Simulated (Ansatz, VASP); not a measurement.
# One calculation of NbPdSe4, two programs

```
Nb Pd Se
1.0
     3.12792    0.00000    0.00000
     0.00000    3.12792    0.00000
     0.00000    0.00000   13.93531
Nb Pd Se
1 1 4
Direct
  0.00000 0.00000 0.50000
  0.00000 0.00000 0.00000
  0.50000 0.50000 0.38543
  0.50000 0.50000 0.88030
  0.50000 0.50000 0.11970
  0.50000 0.50000 0.61457
```

Change from the starting cell: species swapped into the MnFeSi4 type (P4/mmm, No. 123).

Alike in both runs: functional PBE; k mesh 6 × 6 × 2; occupations gaussian, width 0.1 eV; no spin polarisation.

Ansatz relaxed the structure, and its values are those at the end. VASP's run is a single point on that final structure, the one shown.

```csv
,VASP,Ansatz
version,VASP 6.6.1,Ansatz 0.2.0
potentials or method,"VASP PAW PBE potentials, release 64 (Nb_sv, Pd, Se), cutoff 520 eV","scalar-relativistic, plane waves, PAW"
valence electrons in the cell,47,95
```

|  | VASP | Ansatz | Ansatz less VASP |
| --- | --- | --- | --- |
| gap on the k mesh at the Fermi level (eV) | none | none | - |
| pressure (GPa) | 0.1 | 0.1 | +0.03 |
| rms of the force components (eV/Å) | 0.003 | 0.003 | -0.0005 |

A gap of «none» marks a metal or a gap that the smearing closes. The functional is the same, so the differences come from potentials, cutoffs and numerics. VASP's potentials hold 47 valence electrons a cell and Ansatz's 95, so a difference there can come from the potentials and not from the codes.
